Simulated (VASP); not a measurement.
Input of a VASP 6.6.1 run:

File INCAR:

```
PREC = Accurate ; ENCUT = 520
EDIFF = 1E-6 ; ISMEAR = 0
SIGMA = 0.01 ; LREAL = F
LASPH = T ; NELM = 60
ALGO = Normal ; ISIF = 2
LWAVE = F ; LCHARG = F
GGA = PE ; NBANDS = 54
```

KPOINTS

```
regular mesh
0
Gamma
  4 4 4
```

The input POSCAR:

```
Cs2AgBiBr6
1.0
    0.0000000000      5.7988657135      5.7988657135
    5.7988657135      0.0000000000      5.7988657135
    5.7988657135      5.7988657135      0.0000000000
Cs Ag Bi Br
2 1 1 6
Direct
    0.2500000000      0.2500000000      0.2500000000
    0.7500000000      0.7500000000      0.7500000000
    0.5000000000      0.5000000000      0.5000000000
    0.0000000000      0.0000000000      0.0000000000
    0.2513065120      0.7486934880      0.2513065120
    0.2513065120      0.7486934880      0.7486934880
    0.7486934880      0.2513065120      0.7486934880
    0.7486934880      0.2513065120      0.2513065120
    0.2513065120      0.2513065120      0.7486934880
    0.7486934880      0.7486934880      0.2513065120
```

Potentials or basis: VASP PAW PBE potentials, release 64 (Cs_sv, Ag, Bi_d, Br).

Launch:

```bash
$ cat potpaw_PBE.64/Cs_sv/POTCAR potpaw_PBE.64/Ag/POTCAR potpaw_PBE.64/Bi_d/POTCAR potpaw_PBE.64/Br/POTCAR > POTCAR
$ mpirun -np 1 vasp_std > vasp.out
```

(1) Estimate the largest force.

(2) Estimate the pressure.

Answers

(1) 0.081 eV/Å.

(2) -0.7 GPa.
